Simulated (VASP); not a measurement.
Here is a VASP 6.6.1 calculation.

INCAR

```
SYSTEM = As2Se
  PREC = Accurate
  ENCUT = 520
  EDIFF = 1E-6
  ISMEAR = 0
  SIGMA = 0.1
  LREAL = .FALSE.
  LASPH = .TRUE.
  NELM = 100
  ALGO = Normal
  ISIF = 2
  LWAVE = .FALSE.
  LCHARG = .FALSE.
  GGA = PE
  NBANDS = 15
```

The input KPOINTS:

```
Automatic mesh
0
G
  12 12 14
  0 0 0
```

POSCAR

```
As2Se
1.0
    4.5737612250      0.0000000000      0.0000000000
   -2.2868806125      3.9609934117      0.0000000000
    0.0000000000      0.0000000000      3.3782297549
As Se
2 1
Direct
    0.3333333333      0.6666666667      0.5000000000
    0.6666666667      0.3333333333      0.5000000000
    0.0000000000      0.0000000000      0.0000000000
```

Potentials or basis: VASP PAW PBE potentials, release 64 (As, Se).

Run with:

```console
$ cat potpaw_PBE.64/As/POTCAR potpaw_PBE.64/Se/POTCAR > POTCAR
$ mpirun -np 1 vasp_std > vasp.out
```

Question: What does it give for the band gap on the k mesh?

Answer: Zero (bands 8 and 9 overlap by 3.26 eV).

Question: Predict the pressure.

Answer: 0.1 GPa.

Stress tensor (GPa, compression positive):
```
0.11 0.00 0.00
0.00 0.11 0.00
0.00 0.00 0.00
```
